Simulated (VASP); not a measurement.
Set up this calculation in VASP 6.6.1, as the native input.

```yaml
Task: single point
Functional: PBEsol
Potentials_or_basis: VASP PAW PBE potentials, release 64 (Al, N)
Cutoff: 520 eV
k_mesh: 12 × 12 × 1
Occupations: gaussian, width 0.1 eV
Spin: no spin polarisation
Dipole_correction: yes
Further_INCAR_settings: ALGO = Normal; EDIFF = 1e-06; NBANDS = 27
```

The structure of Al9N lies in POSCAR:

```
Al9N
1.0
    2.8362844918      0.0000000000      0.0000000000
   -1.4181422459      2.4562944222      0.0000000000
    0.0000000000      0.0000000000     37.6442989108
Al N
9 1
Direct
    0.3333333333      0.6666666667      0.2257978033
    0.0000000000      0.0000000000      0.2877072406
    0.6666666666      0.3333333333      0.3496166779
    0.0000000000      0.0000000000      0.4115261153
    0.3320297092      0.6640594185      0.4730752966
   -0.0023784046     -0.0047568092      0.5350834526
    0.6637744520      0.3275489040      0.5973694528
   -0.0047707535     -0.0095415071      0.6612438466
    0.6614278232      1.3228556464      0.7300616258
   -0.0051877554     -0.0103755107      0.7389898849
```

One way to write it, as run:

INCAR

```
SYSTEM = Al9N
PREC = Accurate ; ENCUT = 520
EDIFF = 1E-6 ; ISMEAR = 0
SIGMA = 0.1 ; LREAL = .False.
LASPH = .True. ; NELM = 80
ALGO = Normal ; ISIF = 2
LWAVE = .False. ; LCHARG = .True.
LDIPOL = .True. ; IDIPOL = 3
DIPOL = 0.5 0.5 0.501 ; GGA = PS
LELF = .True. ; LVHAR = .True.
LVACPOTAV = .True. ; NBANDS = 27
```

KPOINTS

```
Automatic mesh
0
Gamma
  12 12 1
  0 0 0
```

Potentials or basis: VASP PAW PBE potentials, release 64 (Al, N).

Launch:

```sh
$ cat potpaw_PBE.64/Al/POTCAR potpaw_PBE.64/N/POTCAR > POTCAR
$ mpirun -np 1 vasp_std > vasp.out
```

It gave:

```
Largest force          : 0.042 eV/Å
Band gap on the k mesh : zero (bands 16 and 17 overlap by 3.30 eV)
```

Caveat: the PAW data sets were made with another functional, which shifts forces and pressure a little.

It took 12 min on 1 thread of Intel(R) Xeon(R) 6975P-C (Granite Rapids), on a shared host, peak memory 0.54 GiB.
